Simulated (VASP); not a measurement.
A run of VASP 6.6.1 is set up as follows.

File INCAR:

```
SYSTEM = SnO2
ALGO = Normal
EDIFF = 1E-6
ENCUT = 520
GGA = PE
ISIF = 2
ISMEAR = 0
LASPH = .True.
LCHARG = .False.
LREAL = .False.
LWAVE = .False.
NBANDS = 35
NELM = 80
PREC = Accurate
SIGMA = 0.05
```

The input KPOINTS:

```
k-points
0
Gamma
  6 6 10
  0 0 0
```

The input POSCAR:

```
SnO2
1.0
    5.0356213921      0.0000000000      0.0000000000
    0.0000000000      5.0356213921      0.0000000000
    0.0000000000      0.0000000000      3.2736698919
Sn O
2 4
Direct
    0.0000000000      0.0000000000      0.0000000000
    0.5000000000      0.5000000000      0.5000000000
    0.3100265667      0.3100265667      0.0000000000
    0.8100265667      0.1899734333      0.5000000000
    0.1899734333      0.8100265667      0.5000000000
    0.6899734333      0.6899734333      0.0000000000
```

Potentials or basis: VASP PAW PBE potentials, release 64 (Sn_d, O).

Launch:

```sh
$ cat potpaw_PBE.64/Sn_d/POTCAR potpaw_PBE.64/O/POTCAR > POTCAR
$ mpirun -np 1 vasp_std > vasp.out
```

(1) What does it give for the pressure?

(2) Predict the largest force.

Results:

(1) -11.4 GPa.

(2) 0.028 eV/Å.

Caveat: the cell stands under tension.
